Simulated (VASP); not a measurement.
Here is a VASP 6.6.1 calculation.

Contents of INCAR:

```
SYSTEM = Fe
PREC = Accurate
ENCUT = 520
EDIFF = 1E-6
ISMEAR = -1
SIGMA = 0.05
LREAL = .FALSE.
LASPH = .TRUE.
NELM = 150
ALGO = Normal
ISIF = 2
LWAVE = .FALSE.
LCHARG = .FALSE.
ISPIN = 2
MAGMOM = 3
LORBIT = 11
LMAXMIX = 4
GGA = PE
NBANDS = 14
```

File KPOINTS:

```
Automatic mesh
0
G
  20 20 20
  0 0 0
```

File POSCAR:

```
Fe
1.0
   -1.4390000000      1.4390000000      1.4390000000
    1.4390000000     -1.4390000000      1.4390000000
    1.4390000000      1.4390000000     -1.4390000000
Fe
1
Direct
    0.0000000000      0.0000000000      0.0000000000
```

Potentials or basis: VASP PAW PBE potentials, release 64 (Fe).

The run is started by

```bash
$ cat potpaw_PBE.64/Fe/POTCAR > POTCAR
$ mpirun -np 1 vasp_std > vasp.out
```

(1) Estimate the net moment.

(2) What does it give for the pressure?

(3) Estimate the site moments.

Answers

(1) 2.27 μB per cell.

(2) -8.5 GPa.

(3) Fe +2.28 μB.
